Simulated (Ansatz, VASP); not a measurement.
## Zn in VASP and in Ansatz

INCAR

```
PREC = Accurate
ENCUT = 520
EDIFF = 1E-7
ISMEAR = -1
SIGMA = 0.05
LREAL = F
LASPH = T
NELM = 100
ALGO = Normal
ISIF = 2
LWAVE = F
LCHARG = F
GGA = PS
NBANDS = 12
```

File KPOINTS:

```
Automatic mesh
0
Gamma
  17 17 17
```

POSCAR

```
Zn
1.0
    2.3804630774      0.0000000000      0.0000000000
    0.0000000000      2.3804630774      0.0000000000
    0.0000000000      0.0000000000      2.3804630774
Zn
1
Direct
    0.0000000000      0.0000000000      0.0000000000
```

Input for Ansatz:

```yaml
crystal:
  lattice:
    - [2.3804630774, 0.0, 0.0]
    - [0.0, 2.3804630774, 0.0]
    - [0.0, 0.0, 2.3804630774]
  atoms:
    - { symbol: Zn, position: [0.0, 0.0, 0.0] }
kpoints:
  mp_grid: { grid: [17, 17, 17] }
scf:
  occupations: { method: fermi_dirac, width: 0.05 }
hamiltonian:
  xc: pbesol
  pseudopotentials: { kind: all_electron, lapw: { basis_error: 0.001 } }
output:
  forces: true
  stress: true
  eigenvalues: true
  populations: true
```

Change from the starting cell: volume scaled by 0.8, LAPW.

Alike in both runs: task single point; functional PBEsol; k mesh 17 × 17 × 17; occupations fermi-dirac, width 0.05 eV; no spin polarisation.

|  | VASP | Ansatz |
| --- | --- | --- |
| version | VASP 6.6.1 | Ansatz 0.2.0 |
| potentials or method | VASP PAW PBE potentials, release 64 (Zn), cutoff 520 eV | all-electron LAPW, scalar-relativistic |

|  | VASP | Ansatz | Ansatz less VASP |
| --- | --- | --- | --- |
| pressure (GPa) | 24.7 | 24.0 | -0.73 |

VASP's potentials were made for PBE, not for PBEsol. Ansatz ran all-electron here, and VASP with PAW potentials.
